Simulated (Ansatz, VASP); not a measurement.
**SnTe in VASP and in Ansatz**

```
Sn Te
1.0
     0.00000    3.18935    3.18935
     3.18935    0.00000    3.18935
     3.18935    3.18935    0.00000
Sn Te
1 1
Direct
  0.00000 0.00000 0.00000
  0.50000 0.50000 0.50000
```

Alike in both runs: task single point; functional r2SCAN; k mesh 6 × 6 × 6; occupations fermi-dirac, width 0.02 eV; no spin polarisation.

|  | VASP | Ansatz |
| --- | --- | --- |
| version | VASP 6.6.1 | Ansatz 0.2.0 |
| potentials or method | VASP PAW PBE potentials, release 64 (Sn_d, Te) | plane waves, PAW |
| plane-wave cutoff (eV) | 520 | 500 |
| valence electrons in the cell | 20 | 30 |

```tsv
	VASP	Ansatz	Ansatz less VASP
pressure (GPa)	0.0	0.0	+0.01
```

VASP's potentials were made for PBE, not for r2SCAN. With one functional, cell and mesh, what is left measures potentials, basis and numerics. VASP's potentials hold 20 valence electrons a cell and Ansatz's 30, so a difference there can come from the potentials and not from the codes.

Spin-orbit coupling is off throughout.
